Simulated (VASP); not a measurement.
Here is a VASP 6.6.1 calculation.

File POSCAR:

```
K2IF
1.0
    2.1467713046      1.2394389906      7.2322964263
   -2.1467713046      1.2394389906      7.2322964263
    0.0000000000     -2.4788779812      7.2322964263
F I K
1 1 2
Direct
    1.0000000000      0.0000000000      0.0000000000
    0.5000000000      0.5000000000      0.5000000000
    0.2724996288      0.2724996288      0.2724996288
    0.7275003712      0.7275003712      0.7275003712
```

File INCAR.step1:

```
SYSTEM = K2IF
PREC = Accurate
ENCUT = 520
ISMEAR = 0
SIGMA = 0.01
LREAL = .FALSE.
LASPH = .TRUE.
NELM = 80
NBANDS = 24
GGA = PE
ALGO = Normal
EDIFF = 1E-4
LWAVE = .TRUE.
LCHARG = .FALSE.
```

The input INCAR.step2:

```
SYSTEM = K2IF
PREC = Accurate
ENCUT = 520
EDIFF = 1E-6
ISMEAR = 0
SIGMA = 0.01
LREAL = .FALSE.
LASPH = .TRUE.
NELM = 80
ALGO = Normal
ISIF = 2
LWAVE = .FALSE.
LCHARG = .TRUE.
METAGGA = R2SCAN
LMIXTAU = .TRUE.
LELF = .TRUE.
LVHAR = .TRUE.
NBANDS = 24
ISTART = 1
```

File KPOINTS:

```
Automatic mesh
0
G
  6 6 6
  0 0 0
```

Potentials or basis: VASP PAW PBE potentials, release 64 (F, I, K_sv).

Launch:

```bash
$ cat potpaw_PBE.64/F/POTCAR potpaw_PBE.64/I/POTCAR potpaw_PBE.64/K_sv/POTCAR > POTCAR
$ cp INCAR.step1 INCAR
$ mpirun -np 1 vasp_std > vasp.out
$ cp INCAR.step2 INCAR
$ mpirun -np 1 vasp_std > vasp.out
```

Question: What does it give for the largest force?

Answer: 0.040 eV/Å.

Question: What does it give for the pressure?

Answer: 0.6 GPa.

Forces on the atoms (eV/Å):
```
F    0.000  0.000  0.000
I    0.000  0.000  0.000
K    0.000  0.000  0.040
K    0.000  0.000 -0.040
```

Caveat: the PAW data sets were made with another functional, which shifts forces and pressure a little.
